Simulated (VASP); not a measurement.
A run of VASP 6.6.1 is set up as follows.

INCAR

```
SYSTEM = Pt
ALGO = Normal
EDIFF = 1E-6
ENCUT = 520
GGA = PE
ISIF = 2
ISMEAR = -1
ISPIN = 2
LASPH = .True.
LCHARG = .True.
LELF = .True.
LMAXMIX = 4
LORBIT = 11
LREAL = .False.
LVHAR = .True.
LWAVE = .False.
MAGMOM = 1 1 1
NBANDS = 26
NELM = 150
PREC = Accurate
SIGMA = 0.05
```

The input KPOINTS:

```
k-points
0
Gamma
  11 11 15
  0 0 0
```

Contents of POSCAR:

```
Pt
1.0
    4.5356557426      0.0000000000      0.0000000000
   -2.2678278713      3.9279930959      0.0000000000
    0.0000000000      0.0000000000      2.6987837359
Pt
3
Direct
    1.0000000000      0.0000000000      1.0000000000
    0.3333333333      0.6666666667      0.5000000000
    0.6666666667      0.3333333333      0.5000000000
```

Potentials or basis: VASP PAW PBE potentials, release 64 (Pt).

Launch:

```sh
$ cat potpaw_PBE.64/Pt/POTCAR > POTCAR
$ mpirun -np 1 vasp_std > vasp.out
```

Q: Predict the band gap on the k mesh.

A: Zero (filled and empty bands overlap).

Q: What does it give for the net moment?

A: 0.00 μB per cell.

Q: What does it give for the pressure?

A: -0.6 GPa.

Stress tensor (GPa, compression positive):
```
-0.62  0.00  0.00
 0.00 -0.62  0.00
 0.00  0.00 -0.49
```

Caveat: spin-orbit coupling is left out, which moves the levels of the heavy elements.
